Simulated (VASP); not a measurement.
# ZrS2 (P-3m1) in VASP: a series of runs

ZrS2 is run at these levels: PBE; tasks: single point.

Everything below comes from runs of VASP 6.6.1. Logs are shortened: lines on timing, memory, paths and dates and some standing lists are left out, and cuts for length are marked.

## Step 1: The cell of the first run

It takes space group P-3m1 (No. 164, trigonal). Conventional cell: a = 3.564 Å, b = 3.564 Å, c = 5.900 Å, α = 90.00°, β = 90.00°, γ = 120.00°. Within 3.3 Å of Zr (site symmetry -3m) lie 6 S at 2.48 Å. Within 3.3 Å of S (site symmetry 3m) lie 3 Zr at 2.48 Å.

## Step 2: Single point, PBE (volume changed by -10%)

Input file INCAR:

```
  ALGO = Normal
  EDIFF = 1E-6
  ENCUT = 500
  GGA = PE
  GGA_COMPAT = F
  ISIF = 2
  ISMEAR = 0
  LASPH = T
  LCHARG = T
  LELF = T
  LREAL = F
  LVHAR = T
  LWAVE = F
  NBANDS = 19
  NELM = 120
  PREC = Accurate
  SIGMA = 0.01
```

Input file KPOINTS:

```
k-points
0
Gamma
  6 6 2
```

Input file POSCAR:

```
ZrS2
1.0
    3.5636157195      0.0000000000      0.0000000000
   -1.7818078597      3.0861817424      0.0000000000
    0.0000000000      0.0000000000      5.9004011093
Zr S
1 2
Direct
    0.0000000000      0.0000000000      0.0000000000
    0.6666666667      0.3333333333      0.7649092999
    0.3333333333      0.6666666667      0.2350907001
```

Potentials or basis: VASP PAW PBE potentials, release 64 (Zr_sv, S).

The run is started by

```bash
> cat potpaw_PBE.64/Zr_sv/POTCAR potpaw_PBE.64/S/POTCAR > POTCAR
> mpirun -np 1 vasp_std > vasp.out
```

OUTCAR:

```text
EDIFF = 1E-6
   ENCUT = 500
   GGA = PE
   ISIF = 2
   ISMEAR = 0
   LASPH = T
   LREAL = F
   NELM = 120
   PREC = Accurate

 ion  position               nearest neighbor table
   1  0.000  0.000  0.000-   2 2.48   3 2.48   3 2.48   2 2.48   2 2.48   3 2.48
   2  0.667  0.333  0.765-   1 2.48   1 2.48   1 2.48
   3  0.333  0.667  0.235-   1 2.48   1 2.48   1 2.48

  LATTYP: Found a hexagonal cell.
 ALAT       =     3.5636157195
 C/A-ratio  =     1.6557343927

  Lattice vectors:

 A1 = (   3.5636157195,   0.0000000000,   0.0000000000)
 A2 = (  -1.7818078597,   3.0861817424,   0.0000000000)
 A3 = (   0.0000000000,   0.0000000000,   5.9004011093)

Analysis of symmetry for initial positions (statically):
=====================================================================
 Subroutine PRICEL returns:
 Original cell was already a primitive cell.

 Routine SETGRP: Setting up the symmetry group for a
 hexagonal supercell.

 Subroutine GETGRP returns: Found 12 space group operations
 (whereof 12 operations were pure point group operations)
 out of a pool of 24 trial point group operations.

The static configuration has the point symmetry D_3d.

Analysis of symmetry for dynamics (positions and initial velocities):
=====================================================================
 Subroutine PRICEL returns:
 Original cell was already a primitive cell.

 Routine SETGRP: Setting up the symmetry group for a
 hexagonal supercell.

 Subroutine GETGRP returns: Found 12 space group operations
 (whereof 12 operations were pure point group operations)
 out of a pool of 24 trial point group operations.

The dynamic configuration has the point symmetry D_3d.

 Subroutine INISYM returns: Found 12 space group operations
 (whereof 12 operations are pure point group operations),
 and found     1 'primitive' translations

----------------------------------------------------------------------------------------

                                     Primitive cell

  volume of cell :      64.8924

  direct lattice vectors                    reciprocal lattice vectors
     3.563615720  0.000000000  0.000000000     0.280613870  0.162012494  0.000000000
    -1.781807860  3.086181742  0.000000000     0.000000000  0.324024987  0.000000000
     0.000000000  0.000000000  5.900401109     0.000000000  0.000000000  0.169480003

  length of vectors
     3.563615720  3.563615719  5.900401109     0.324024987  0.324024987  0.169480003

  position of ions in fractional coordinates (direct lattice)
     0.000000000  0.000000000  0.000000000
     0.666666667  0.333333333  0.764909300
     0.333333333  0.666666667  0.235090700

  ion indices of the primitive-cell ions
   primitive index   ion index
                 1           1
                 2           2
                 3           3

----------------------------------------------------------------------------------------

 KPOINTS: k-points

Automatic generation of k-mesh.
 Grid dimensions read from file:
 generate k-points for:    6    6    2

 Generating k-lattice:

  Cartesian coordinates                     Fractional coordinates (reciprocal lattice)
     0.046768978  0.027002082  0.000000000     0.166666667 -0.000000000  0.000000000
     0.000000000  0.054004165  0.000000000     0.000000000  0.166666667  0.000000000
     0.000000000  0.000000000  0.084740002     0.000000000  0.000000000  0.500000000

  Length of vectors
     0.054004165  0.054004165  0.084740002

  Shift w.r.t. Gamma in fractional coordinates (k-lattice)
     0.000000000  0.000000000  0.000000000

 Subroutine IBZKPT returns following result:
 ===========================================

 Found     14 irreducible k-points:

 Following reciprocal coordinates:
            Coordinates               Weight
  0.000000  0.000000  0.000000      1.000000
  0.166667  0.000000  0.000000      6.000000
  0.333333  0.000000  0.000000      6.000000
  0.500000  0.000000  0.000000      3.000000
  0.166667  0.166667  0.000000      6.000000
  0.333333  0.166667  0.000000     12.000000
  0.333333  0.333333  0.000000      2.000000
  0.000000  0.000000  0.500000      1.000000
  0.166667  0.000000  0.500000      6.000000
  0.333333  0.000000  0.500000      6.000000
  0.500000  0.000000  0.500000      3.000000
  0.166667  0.166667  0.500000      6.000000
  0.333333  0.166667  0.500000     12.000000
  0.333333  0.333333  0.500000      2.000000
   k-points           NKPTS =     14   k-points in BZ     NKDIM =     14   number of bands    NBANDS=     19
   number of dos      NEDOS =    301   number of ions     NIONS =      3
   total plane-waves  NPLWV =  37632
   dimension x,y,z NGX =    28 NGY =   28 NGZ =   48
   dimension x,y,z NGXF=    56 NGYF=   56 NGZF=   96
   ions per type =               1   2
   NGX,Y,Z   is equivalent  to a cutoff of  13.06, 13.06, 13.52 a.u.
   NGXF,Y,Z  is equivalent  to a cutoff of  26.12, 26.12, 27.05 a.u.
 SYSTEM =  unknown system
   PREC   = accura    normal or accurate (medium, high low for compatibility)
   ISTART =      0    job   : 0-new  1-cont  2-samecut
   ICHARG =      2    charge: 1-file 2-atom 10-const
   ISPIN  =      1    spin polarized calculation?
   LNONCOLLINEAR =      F non collinear calculations
   LSORBIT =      F    spin-orbit coupling
   LASPH  =      T    aspherical Exc in radial PAW
   ENCUT  =  500.0 eV  36.75 Ry    6.06 a.u.   6.50  6.50 10.76*2*pi/ulx,y,z
   NELM   =    120;   NELMIN=  2; NELMDL= -5     # of ELM steps
   EDIFF  = 0.1E-05   stopping-criterion for ELM
   LREAL  =      F    real-space projection
   EDIFFG = 0.1E-04   stopping-criterion for IOM
   NSW    =      0    number of steps for IOM
   IBRION =     -1    ionic relax: 0-MD 1-quasi-New 2-CG
   NFREE  =      0    steps in history (QN), initial steepest desc. (CG)
   ISIF   =      2    stress and relaxation
   ISYM   =      2    0-nonsym 1-usesym 2-fastsym
   POTIM  = 0.5000    time-step for ionic-motion
   TEBEG  =    0.0;   TEEND  =   0.0 temperature during run
   PSTRESS=    0.0 pullay stress
   NELECT =      24.0000    total number of electrons
   NUPDOWN=      -1.0000    fix difference up-down
   EMIN   =  10.00;   EMAX   =-10.00  energy-range for DOS
   EFERMI =   0.00;   METHOD = LEGACY
   ISMEAR =     0;   SIGMA  =   0.01  broadening in eV -4-tet -1-fermi 0-gaus
   EFERMI_NEDOS =   21; number of points for ismear=-14 and -15
   IALGO  =     38    algorithm
   IMIX   =      4    mixing-type and parameters
     AMIX     =   0.40;   BMIX     =  1.00
     AMIX_MAG =   1.60;   BMIX_MAG =  1.00
  volume/ion in A,a.u.               =      21.63       145.97
  Fermi-wavevector in a.u.,A,eV,Ry     =   1.175116  2.220647 18.788242  1.380897
  Thomas-Fermi vector in A             =   2.311502
   LORBIT       =      0    0 simple, 1 ext, 2 COOP (PROOUT), +10 PAW based schemes
   GGA     = PE    functional components
   LHFCALC =     F    Hartree Fock is set to
   AEXX    =    0.0000 exact exchange contribution
   IVDW    =     0    specifies the selected vdW correction
   LEPSILON=     F    determine dielectric tensor
   LRPA    =     F    only Hartree local field effects (RPA)
 non-spin polarized calculation
 Gauss-broadening in eV      SIGMA  =   0.01
  energy-cutoff  :      500.00
  volume of cell :       64.89
 maximum number of plane-waves:      1677
 NGX is ok and might be reduce to    28
   NGX = 13   NGY = 13   NGZ = 21

 number of electron      23.9999999 magnetization

 Free energy of the ion-electron system (eV)
  ---------------------------------------------------
  ext. energy  EPLUGINS =         0.00000000
  ---------------------------------------------------
  free energy    TOTEN  =       -21.15307907 eV

  energy without entropy =      -21.15307907  energy(sigma->0) =      -21.15307907

 E-fermi :   5.1594     XC(G=0):  -9.7247

 val. band max:        5.0195870102   @ k =   0.0000   0.0000   0.0000
 cond. band min:       6.0057856228   @ k =   0.5000   0.0000   0.5000
 fundamental gap:      0.9861986126
 Fermi energy:         5.1594142369

 k-point     1 :       0.0000    0.0000    0.0000
  band No.  band energies     occupation
      1     -43.5673      2.00000
      2     -21.7310      2.00000
      3     -21.5133      2.00000
      4     -21.5133      2.00000
      5      -7.9628      2.00000
      6      -6.2570      2.00000
[... 11 lines left out ...]
     18      11.1151      0.00000
     19      11.4965      0.00000

 k-point     2 :       0.1667    0.0000    0.0000
  band No.  band energies     occupation
      1     -43.5598      2.00000
      2     -21.7091      2.00000
      3     -21.6125      2.00000
      4     -21.5340      2.00000
      5      -7.6321      2.00000
      6      -6.3601      2.00000
[... 11 lines left out ...]
     18      12.4584      0.00000
     19      12.9673      0.00000

 k-point     3 :       0.3333    0.0000    0.0000
  band No.  band energies     occupation
      1     -43.5447      2.00000
      2     -21.8058      2.00000
      3     -21.6630      2.00000
      4     -21.5750      2.00000
      5      -6.9913      2.00000
      6      -6.4613      2.00000
[... 11 lines left out ...]
     18      12.8571      0.00000
     19      13.6212      0.00000

 k-point     4 :       0.5000    0.0000    0.0000
  band No.  band energies     occupation
      1     -43.5371      2.00000
      2     -21.8985      2.00000
      3     -21.6404      2.00000
      4     -21.5954      2.00000
      5      -6.8888      2.00000
      6      -6.2231      2.00000
[... 187 lines left out ...]
     18      13.9950      0.00000
     19      14.2012      0.00000

 k-point    13 :       0.3333    0.1667    0.5000
  band No.  band energies     occupation
      1     -43.5371      2.00000
      2     -21.8481      2.00000
      3     -21.6513      2.00000
      4     -21.6381      2.00000
      5      -6.7828      2.00000
      6      -6.3326      2.00000
[... 11 lines left out ...]
     18      12.5733      0.00000
     19      13.4116      0.00000

 k-point    14 :       0.3333    0.3333    0.5000
  band No.  band energies     occupation
      1     -43.5333      2.00000
      2     -21.7775      2.00000
      3     -21.7775      2.00000
      4     -21.6307      2.00000
      5      -6.4801      2.00000
      6      -6.4801      2.00000
[... 11 lines left out ...]
     18      13.3584      0.00000
     19      14.2109      0.00000

------------------------ aborting loop because EDIFF is reached ----------------------------------------

  FORCE on cell =-STRESS in cart. coord.  units (eV):
  Direction    XX          YY          ZZ          XY          YZ          ZX
  --------------------------------------------------------------------------------------
  -------------------------------------------------------------------------------------
  Total        5.0883108      5.0883108      4.5171328      0.0000000      0.0000000      0.0000000
  in kB      125.6291195    125.6291195    111.5268773      0.0000000      0.0000000      0.0000000
  external PRESSURE =     120.9283721 kB  Pullay stress =       0.0000000 kB

 VOLUME and BASIS-vectors are now :
 -----------------------------------------------------------------------------
  energy-cutoff  :      500.00
  volume of cell :       64.89
      direct lattice vectors                 reciprocal lattice vectors
     3.563615720  0.000000000  0.000000000     0.280613870  0.162012494  0.000000000
    -1.781807860  3.086181742  0.000000000     0.000000000  0.324024987  0.000000000
     0.000000000  0.000000000  5.900401109     0.000000000  0.000000000  0.169480003

 POSITION                                       TOTAL-FORCE (eV/Angst)
 -----------------------------------------------------------------------------------
      0.00000      0.00000      0.00000        -0.000000      0.000000      0.000000
      1.78181      1.02873      4.51327        -0.000000     -0.000000     -1.439795
     -0.00000      2.05745      1.38713         0.000000      0.000000      1.439795
 -----------------------------------------------------------------------------------
    total drift:                                0.000000      0.000000     -0.000000

  FREE ENERGIE OF THE ION-ELECTRON SYSTEM (eV)
  ---------------------------------------------------
  free  energy   TOTEN  =       -21.1530790681 eV

  energy  without entropy=      -21.1530790681  energy(sigma->0) =      -21.15307907
```

It took 12 s on 1 thread of AMD EPYC 9R45 (Zen 5), shared host; peak memory 0.15 GiB.

What came out:

```
Free energy            : -21.1531 eV
Pressure               : 12.1 GPa
Largest force          : 1.440 eV/Å
Band gap on the k mesh : 0.99 eV, indirect (least direct gap 1.65 eV)
```

Forces in eV/Å, atoms in the order of the input:
```
Zr   0.000  0.000  0.000
S    0.000  0.000 -1.440
S    0.000  0.000  1.440
```

Levels at points of the mesh, in eV from the valence-band top:
| k point | band 10 | band 11 | band 12 | band 13 | band 14 | band 15 |
| --- | --- | --- | --- | --- | --- | --- |
| (0.00, 0.00, 0.00) | -0.10 | 0.00 | 0.00 | 1.65 | 1.65 | 2.62 |
| (0.50, 0.00, 0.00) | -2.64 | -1.77 | -1.15 | 1.24 | 3.65 | 3.99 |
| (0.00, 0.00, 0.50) | -1.77 | -0.10 | -0.10 | 1.62 | 1.62 | 3.11 |
| (0.50, 0.00, 0.50) | -2.46 | -0.94 | -0.82 | 0.99 | 3.64 | 3.99 |

Caveat: the k points lie up to 0.53 Å⁻¹ apart; this functional lacks dispersion, which binds the layers, so the pressure and a relaxed spacing across them are unreliable; forces of over 1 eV/Å act on the atoms, so gaps and moduli don't describe the material at rest. A k mesh can miss the band edges.

[end of part 1 of 2]
